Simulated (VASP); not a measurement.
# OsC2 (P6/mmm) in VASP: a series of runs

OsC2 is run at these levels: PBE; tasks: single point, relaxation of cell and atoms.

Everything below comes from runs of VASP 6.6.1. Logs are shortened: lines on timing, memory, paths and dates and some standing lists are left out, and cuts for length are marked.

**1. The cell of the first run**

Symmetry: P6/mmm, No. 191, hexagonal system. Conventional cell: a = 2.514 Å, b = 2.514 Å, c = 8.496 Å, α = 90.00°, β = 90.00°, γ = 120.00°. Os (site symmetry 6/mmm) has 6 Os at 2.51 Å within 3.3 Å. C (site symmetry -6m2) has 3 C at 1.45 Å within 1.9 Å.

The cell was built from a structure type or drawn by symmetry, and may not be a known phase.

**2. Single point, PBE**

INCAR reads:

```
SYSTEM = OsC2
  ALGO = Normal
  EDIFF = 1E-6
  ENCUT = 520
  GGA = PE
  ISIF = 2
  ISMEAR = 0
  LASPH = .True.
  LCHARG = .False.
  LREAL = .False.
  LWAVE = .False.
  NBANDS = 15
  NELM = 60
  PREC = Accurate
  SIGMA = 0.1
```

KPOINTS reads:

```
k-points
0
Gamma
  6 6 6
  0 0 0
```

POSCAR reads:

```
OsC2
1.0
    2.5142157353      0.0000000022      0.0000000000
   -1.2571078696      2.1773746962      0.0000000000
    0.0000000000      0.0000000000      8.4955739850
Os C
1 2
Direct
    0.0000000000      0.0000000000      0.0000000000
    0.3333333333      0.6666666667      0.5000000000
    0.6666666667      0.3333333333      0.5000000000
```

Potentials or basis: VASP PAW PBE potentials, release 64 (Os, C).

Command:

```
cat potpaw_PBE.64/Os/POTCAR potpaw_PBE.64/C/POTCAR > POTCAR
mpirun -np 1 vasp_std > vasp.out
```

OUTCAR:

```text
SYSTEM = OsC2
   EDIFF = 1E-6
   ENCUT = 520
   GGA = PE
   ISIF = 2
   ISMEAR = 0
   LASPH = .True.
   LREAL = .False.
   NELM = 60
   PREC = Accurate

 ion  position               nearest neighbor table
   1  0.000  0.000  0.000-
   2  0.333  0.667  0.500-   3 1.45   3 1.45   3 1.45
   3  0.667  0.333  0.500-   2 1.45   2 1.45   2 1.45

  LATTYP: Found a hexagonal cell.
 ALAT       =     2.5142157353
 C/A-ratio  =     3.3790155179

  Lattice vectors:

 A1 = (   2.5142157353,   0.0000000022,   0.0000000000)
 A2 = (  -1.2571078696,   2.1773746962,   0.0000000000)
 A3 = (   0.0000000000,   0.0000000000,   8.4955739850)

Analysis of symmetry for initial positions (statically):
=====================================================================
 Subroutine PRICEL returns:
 Original cell was already a primitive cell.

 Routine SETGRP: Setting up the symmetry group for a
 hexagonal supercell.

 Subroutine GETGRP returns: Found 24 space group operations
 (whereof 24 operations were pure point group operations)
 out of a pool of 24 trial point group operations.

The static configuration has the point symmetry D_6h.

Analysis of symmetry for dynamics (positions and initial velocities):
=====================================================================
 Subroutine PRICEL returns:
 Original cell was already a primitive cell.

 Routine SETGRP: Setting up the symmetry group for a
 hexagonal supercell.

 Subroutine GETGRP returns: Found 24 space group operations
 (whereof 24 operations were pure point group operations)
 out of a pool of 24 trial point group operations.

The dynamic configuration has the point symmetry D_6h.

 Subroutine INISYM returns: Found 24 space group operations
 (whereof 24 operations are pure point group operations),
 and found     1 'primitive' translations

----------------------------------------------------------------------------------------

                                     Primitive cell

  volume of cell :      46.5081

  direct lattice vectors                    reciprocal lattice vectors
     2.514215735  0.000000002  0.000000000     0.397738343  0.229634340  0.000000000
    -1.257107870  2.177374696  0.000000000    -0.000000000  0.459268679  0.000000000
     0.000000000  0.000000000  8.495573985     0.000000000  0.000000000  0.117708350

  length of vectors
     2.514215735  2.514215735  8.495573985     0.459268679  0.459268679  0.117708350

  position of ions in fractional coordinates (direct lattice)
     0.000000000  0.000000000  0.000000000
     0.333333333  0.666666667  0.500000000
     0.666666667  0.333333333  0.500000000

  ion indices of the primitive-cell ions
   primitive index   ion index
                 1           1
                 2           2
                 3           3

----------------------------------------------------------------------------------------

 KPOINTS: k-points

Automatic generation of k-mesh.
 Grid dimensions read from file:
 generate k-points for:    6    6    6

 Generating k-lattice:

  Cartesian coordinates                     Fractional coordinates (reciprocal lattice)
     0.066289724  0.038272390  0.000000000     0.166666667  0.000000000  0.000000000
    -0.000000000  0.076544780  0.000000000     0.000000000  0.166666667  0.000000000
     0.000000000  0.000000000  0.019618058     0.000000000  0.000000000  0.166666667

  Length of vectors
     0.076544780  0.076544780  0.019618058

  Shift w.r.t. Gamma in fractional coordinates (k-lattice)
     0.000000000  0.000000000  0.000000000

 Subroutine IBZKPT returns following result:
 ===========================================

 Found     28 irreducible k-points:

 Following reciprocal coordinates:
            Coordinates               Weight
  0.000000  0.000000  0.000000      1.000000
  0.166667  0.000000  0.000000      6.000000
  0.333333  0.000000  0.000000      6.000000
  0.500000  0.000000  0.000000      3.000000
  0.166667  0.166667  0.000000      6.000000
  0.333333  0.166667  0.000000     12.000000
[... 16 lines left out ...]
  0.166667  0.000000  0.500000      6.000000
  0.333333  0.000000  0.500000      6.000000
 [... further k-points ...]
   k-points           NKPTS =     28   k-points in BZ     NKDIM =     28   number of bands    NBANDS=     15
   number of dos      NEDOS =    301   number of ions     NIONS =      3
   total plane-waves  NPLWV =  25600
   dimension x,y,z NGX =    20 NGY =   20 NGZ =   64
   dimension x,y,z NGXF=    40 NGYF=   40 NGZF=  128
   ions per type =               1   2
   NGX,Y,Z   is equivalent  to a cutoff of  13.22, 13.22, 12.52 a.u.
   NGXF,Y,Z  is equivalent  to a cutoff of  26.45, 26.45, 25.05 a.u.
 SYSTEM =  OsC2
   PREC   = accura    normal or accurate (medium, high low for compatibility)
   ISTART =      0    job   : 0-new  1-cont  2-samecut
   ICHARG =      2    charge: 1-file 2-atom 10-const
   ISPIN  =      1    spin polarized calculation?
   LNONCOLLINEAR =      F non collinear calculations
   LSORBIT =      F    spin-orbit coupling
   LASPH  =      T    aspherical Exc in radial PAW
   ENCUT  =  520.0 eV  38.22 Ry    6.18 a.u.   4.67  4.67 15.80*2*pi/ulx,y,z
   NELM   =     60;   NELMIN=  2; NELMDL= -5     # of ELM steps
   EDIFF  = 0.1E-05   stopping-criterion for ELM
   LREAL  =      F    real-space projection
   EDIFFG = 0.1E-04   stopping-criterion for IOM
   NSW    =      0    number of steps for IOM
   IBRION =     -1    ionic relax: 0-MD 1-quasi-New 2-CG
   NFREE  =      0    steps in history (QN), initial steepest desc. (CG)
   ISIF   =      2    stress and relaxation
   ISYM   =      2    0-nonsym 1-usesym 2-fastsym
   POTIM  = 0.5000    time-step for ionic-motion
   TEBEG  =    0.0;   TEEND  =   0.0 temperature during run
   PSTRESS=    0.0 pullay stress
   NELECT =      16.0000    total number of electrons
   NUPDOWN=      -1.0000    fix difference up-down
   EMIN   =  10.00;   EMAX   =-10.00  energy-range for DOS
   EFERMI =   0.00;   METHOD = LEGACY
   ISMEAR =     0;   SIGMA  =   0.10  broadening in eV -4-tet -1-fermi 0-gaus
   EFERMI_NEDOS =   21; number of points for ismear=-14 and -15
   IALGO  =     38    algorithm
   IMIX   =      4    mixing-type and parameters
     AMIX     =   0.40;   BMIX     =  1.00
     AMIX_MAG =   1.60;   BMIX_MAG =  1.00
  volume/ion in A,a.u.               =      15.50       104.62
  Fermi-wavevector in a.u.,A,eV,Ry     =   1.147111  2.167725 17.903404  1.315863
  Thomas-Fermi vector in A             =   2.283792
   LORBIT       =      0    0 simple, 1 ext, 2 COOP (PROOUT), +10 PAW based schemes
   GGA     = PE    functional components
   LHFCALC =     F    Hartree Fock is set to
   AEXX    =    0.0000 exact exchange contribution
   IVDW    =     0    specifies the selected vdW correction
   LEPSILON=     F    determine dielectric tensor
   LRPA    =     F    only Hartree local field effects (RPA)
 non-spin polarized calculation
 Gauss-broadening in eV      SIGMA  =   0.10
  energy-cutoff  :      520.00
  volume of cell :       46.51
 maximum number of plane-waves:      1279
 NGX is ok and might be reduce to    20
   NGX =  9   NGY =  9   NGZ = 31

 number of electron      16.0000001 magnetization

 Free energy of the ion-electron system (eV)
  ---------------------------------------------------
  ext. energy  EPLUGINS =         0.00000000
  ---------------------------------------------------
  free energy    TOTEN  =       -27.03216643 eV

  energy without entropy =      -26.99867276  energy(sigma->0) =      -27.01541959

 E-fermi :   2.7309     XC(G=0):  -9.6362

 val. band max:        2.6970268997   @ k =   0.3333   0.0000   0.5000
 cond. band min:       2.7685864156   @ k =   0.3333   0.3333   0.5000
 fundamental gap:      0.0715595159
 Fermi energy:         2.7308743239

 k-point     1 :       0.0000    0.0000    0.0000
  band No.  band energies     occupation
      1     -16.3338      2.00000
      2      -5.1722      2.00000
      3      -4.4620      2.00000
      4      -0.3647      2.00000
      5      -0.3647      2.00000
      6      -0.1097      2.00000
      7       1.1133      2.00000
      8       1.1133      2.00000
      9       3.4394      0.00000
     10       5.2079      0.00000
     11       5.2079      0.00000
     12       8.5277      0.00000
     13      10.6467      0.00000
     14      10.6467      0.00000
     15      12.9598      0.00000

 k-point     2 :       0.1667    0.0000    0.0000
  band No.  band energies     occupation
      1     -15.7027      2.00000
      2      -3.7232      2.00000
      3      -3.7079      2.00000
      4      -2.5944      2.00000
      5      -1.4279      2.00000
      6       0.2430      2.00000
      7       0.5426      2.00000
      8       1.6137      2.00000
      9       2.4158      1.99999
     10       4.8375      0.00000
     11       6.6169      0.00000
     12       9.2129      0.00000
     13      10.6100      0.00000
     14      11.5603      0.00000
     15      13.0378      0.00000

 k-point     3 :       0.3333    0.0000    0.0000
  band No.  band energies     occupation
      1     -13.8442      2.00000
      2      -6.7552      2.00000
      3      -3.0690      2.00000
      4      -2.9541      2.00000
      5      -1.6410      2.00000
      6      -0.4721      2.00000
      7       1.8357      2.00000
      8       2.6910      1.42722
      9       4.1598      0.00000
     10       5.7185      0.00000
     11       7.3957      0.00000
     12       9.0678      0.00000
     13       9.8695      0.00000
     14      11.3319      0.00000
     15      16.4275      0.00000
[... 343 lines left out ...]
 k-point    23 :       0.1667    0.0000    0.5000
  band No.  band energies     occupation
      1     -15.7026      2.00000
      2      -3.8832      2.00000
      3      -3.5457      2.00000
      4      -2.5944      2.00000
      5      -1.4279      2.00000
      6       0.2710      2.00000
      7       0.6279      2.00000
      8       1.5216      2.00000
      9       2.4158      1.99999
     10       4.8375      0.00000
     11       6.0746      0.00000
     12      10.5650      0.00000
     13      11.4757      0.00000
     14      11.6612      0.00000
     15      11.7970      0.00000

 k-point    24 :       0.3333    0.0000    0.5000
  band No.  band energies     occupation
      1     -13.8442      2.00000
      2      -6.7552      2.00000
      3      -3.0715      2.00000
      4      -2.9541      2.00000
      5      -1.6248      2.00000
      6      -0.5190      2.00000
      7       1.9157      2.00000
      8       2.6970      1.36783
      9       4.1599      0.00000
     10       5.7184      0.00000
     11       7.4543      0.00000
     12       8.3533      0.00000
     13       9.8832      0.00000
     14      13.3149      0.00000
     15      14.2742      0.00000

 [... further k-points ...]

------------------------ aborting loop because EDIFF is reached ----------------------------------------

  FORCE on cell =-STRESS in cart. coord.  units (eV):
  Direction    XX          YY          ZZ          XY          YZ          ZX
  --------------------------------------------------------------------------------------
  -------------------------------------------------------------------------------------
  Total       -0.0081390     -0.0081390      0.0729347      0.0000000     -0.0000000      0.0000000
  in kB       -0.2803848     -0.2803848      2.5125605      0.0000000     -0.0000000      0.0000000
  external PRESSURE =       0.6505970 kB  Pullay stress =       0.0000000 kB

 VOLUME and BASIS-vectors are now :
 -----------------------------------------------------------------------------
  energy-cutoff  :      520.00
  volume of cell :       46.51
      direct lattice vectors                 reciprocal lattice vectors
     2.514215735  0.000000002  0.000000000     0.397738343  0.229634340  0.000000000
    -1.257107870  2.177374696  0.000000000    -0.000000000  0.459268679  0.000000000
     0.000000000  0.000000000  8.495573985     0.000000000  0.000000000  0.117708350

 POSITION                                       TOTAL-FORCE (eV/Angst)
 -----------------------------------------------------------------------------------
      0.00000      0.00000      0.00000         0.000000      0.000000      0.000000
     -0.00000      1.45158      4.24779         0.000000      0.000000     -0.000000
      1.25711      0.72579      4.24779        -0.000000     -0.000000      0.000000
 -----------------------------------------------------------------------------------
    total drift:                               -0.000000      0.000000      0.000000

  FREE ENERGIE OF THE ION-ELECTRON SYSTEM (eV)
  ---------------------------------------------------
  free  energy   TOTEN  =       -27.0321664273 eV

  energy  without entropy=      -26.9986727576  energy(sigma->0) =      -27.01541959
```

It took 48 s on 1 thread of Intel Xeon 8259CL, shared host; peak memory 0.17 GiB.

What came out:

```
Free energy            : -27.0322 eV
Pressure               : 0.1 GPa
Band gap on the k mesh : zero (bands 8 and 9 overlap by 1.43 eV)
```

Caveat: the k points lie up to 0.48 Å⁻¹ apart, too coarse for converged energies and pressures of a metal; spin-orbit coupling is left out, which moves the levels of the heavy elements.

**3. Relaxation of cell and atoms, PBE**

This run uses another cell than the first one, of 10.93 Å³/atom.

INCAR reads:

```
SYSTEM = OsC2
PREC = Accurate ; ENCUT = 600
EDIFF = 1E-6 ; ISMEAR = 0
SIGMA = 0.1 ; LREAL = .False.
LASPH = .True. ; NELM = 60
ALGO = Normal ; ISIF = 3
LWAVE = .False. ; LCHARG = .False.
GGA = PE ; IBRION = 2
NSW = 90 ; EDIFFG = -0.04
```

KPOINTS reads:

```
Automatic mesh
0
Gamma
  6 6 6
  0 0 0
```

POSCAR reads:

```
OsC2
1.0
    3.2732301900      0.0000000000      0.0000000000
   -1.6366151000      2.8347005000      0.0000000000
    0.0000000000      0.0000000000      3.5350886700
Os C
1 2
Direct
    0.0000000000      0.0000000000      0.0000000000
    0.3333333300      0.6666666700      0.5000000000
    0.6666666700      0.3333333300      0.5000000000
```

Potentials or basis: VASP PAW PBE potentials, release 64 (Os, C).

Command:

```
cat potpaw_PBE.64/Os/POTCAR potpaw_PBE.64/C/POTCAR > POTCAR
mpirun -np 1 vasp_std > vasp.out
```

It took 5.7 min on 1 thread of Intel Xeon 8259CL, shared host; peak memory 0.18 GiB.

It converged, with:

- Free energy: -26.3133 eV
- Relaxed volume: 10.78 Å³/atom
- Relaxed cell: a = 2.521 Å, b = 2.521 Å, c = 5.877 Å, α = 90.00°, β = 90.00°, γ = 120.00°
- Space group after relaxing (to 0.1 Å): P6/mmm (No. 191)
- Energy gained by relaxing: 2009.4 meV/atom
- Ionic steps: 22
- Pressure after relaxing: 0.3 GPa
- Band gap on the k mesh: zero (bands 8 and 9 overlap by 1.46 eV)

Stress tensor (GPa, compression positive):
```
 0.54  0.00  0.00
 0.00  0.54  0.00
 0.00  0.00 -0.02
```

The path:
```
step  energy change (eV)  largest force (eV/Å)  pressure (GPa)  volume (Å³)
   1              0.0000                0.0000          -35.18        32.80
   2             -0.8114                0.0000           58.22        22.62
   3             -1.1513                0.0000            7.35        25.48
   4             -2.5286                0.0000           33.07        23.70
   5             -2.3019                0.0000          159.96        20.80
   6             -3.0301                0.0000           83.01        22.17
   7             -3.2484                0.0000           86.03        22.30
   8             -3.7475                0.0000           99.28        22.58
   9             -3.0278                0.0000          156.51        22.75
  10             -3.8148                0.0000          112.15        22.69
  11             -4.4842                0.0000           84.98        23.90
  12             -5.6749                0.0000           30.19        27.71
  13             -5.7814                0.0000          -22.88        36.07
  14             -6.0046                0.0000           -6.40        32.43
  15             -6.0075                0.0000           -4.47        32.09
  16             -6.0075                0.0000           -3.29        31.89
  17             -6.0160                0.0000           -2.17        31.95
  18             -6.0265                0.0000            0.54        32.07
  19             -6.0273                0.0000            1.60        32.12
  20             -6.0274                0.0000            1.47        32.12
  21             -6.0281                0.0000            0.87        32.24
  22             -6.0283                0.0000            0.35        32.35
```

Final structure:
```
Os C
1.0
     2.52111    0.00000    0.00000
    -1.26055    2.18335    0.00000
     0.00000    0.00000    5.87678
Os C
1 2
Direct
  0.00000 0.00000 0.00000
  0.33333 0.66667 0.50000
  0.66667 0.33333 0.50000
```

Levels at points of the mesh, in eV from the Fermi level:
| k point | band 5 | band 6 | band 7 | band 8 | band 9 | band 10 | band 11 | band 12 |
| --- | --- | --- | --- | --- | --- | --- | --- | --- |
| (0.00, 0.00, 0.00) | -3.50 | -2.71 | -1.80 | -1.80 | 2.38 | 2.38 | 7.45 | 7.45 |
| (0.50, 0.00, 0.00) | -4.96 | -1.57 | 0.00 | 0.86 | 0.99 | 3.38 | 5.15 | 6.29 |
| (0.00, 0.00, 0.50) | -3.51 | -1.80 | -1.80 | -0.84 | 0.89 | 2.37 | 2.37 | 7.46 |
| (0.50, 0.00, 0.50) | -4.18 | -2.96 | -1.09 | 1.02 | 2.74 | 4.34 | 5.15 | 6.22 |

Caveat: the k points lie up to 0.48 Å⁻¹ apart in the final cell, too coarse for converged energies and pressures of a metal; a cell axis changed by over 15 % at a fixed basis, so the end point is rough; spin-orbit coupling is left out, which moves the levels of the heavy elements.
